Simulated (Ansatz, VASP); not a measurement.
**Two plane-wave programs on Na2ClF**

```xyz
4
Lattice="1.8107 1.0454 5.9207 -1.8107 1.0454 5.9207 0.0000 -2.0908 5.9207" Properties=species:S:1:pos:R:3 pbc="T T T"
F     1.8107    1.0454    5.9207
Cl    0.0000    0.0000    8.8810
Na    0.0000    0.0000    4.6792
Na    0.0000    0.0000   13.0828
```

Alike in both runs: task single point; functional PBE; k mesh 8 × 8 × 8; occupations fermi-dirac, width 0.02 eV; no spin polarisation.

|  | VASP | Ansatz |
| --- | --- | --- |
| version | VASP 6.6.1 | Ansatz 0.2.0 |
| potentials or method | VASP PAW PBE potentials, release 64 (F, Cl, Na_pv) | plane waves, PAW |
| plane-wave cutoff (eV) | 520 | 420 |
| valence electrons in the cell | 28 | 32 |

```csv
,VASP,Ansatz,Ansatz less VASP
gap on the k mesh at the Fermi level (eV),4.34,4.34,+0.003
pressure (GPa),1.9,1.9,+0.07
"traceless stress, the component that is largest in VASP (GPa)",0.09,0.08,-0.006
rms of the force components (eV/Å),0.013,0.013,-0.0002
```

Atom by atom the forces differ by 0.000 eV/Å (rms over components). VASP's potentials hold 28 valence electrons a cell and Ansatz's 32, so a difference there can come from the potentials and not from the codes.
